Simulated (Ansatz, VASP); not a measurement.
**Two plane-wave programs on Se**

```
Se
1.0
     2.89345    0.00000    0.00000
     0.00000    2.89345    0.00000
     0.00000    0.00000    2.89345
Se
1
Direct
  0.00000 0.00000 0.00000
```

Alike in both runs: task single point; functional PBEsol; k mesh 13 × 13 × 13; occupations fermi-dirac, width 0.1 eV; no spin polarisation.

```csv
,VASP,Ansatz
version,VASP 6.6.1,Ansatz 0.2.0
potentials or method,"VASP PAW PBE potentials, release 64 (Se), cutoff 520 eV","plane waves (420 eV) with PAW, scalar-relativistic"
valence electrons in the cell,6,16
```

```csv
,VASP,Ansatz,Ansatz less VASP
pressure (GPa),-7.1,-7.1,-0.03
```

VASP's potentials were made for PBE, not for PBEsol, and Ansatz warns of the same on its side. VASP's potentials hold 6 valence electrons a cell and Ansatz's 16, so a difference there can come from the potentials and not from the codes.
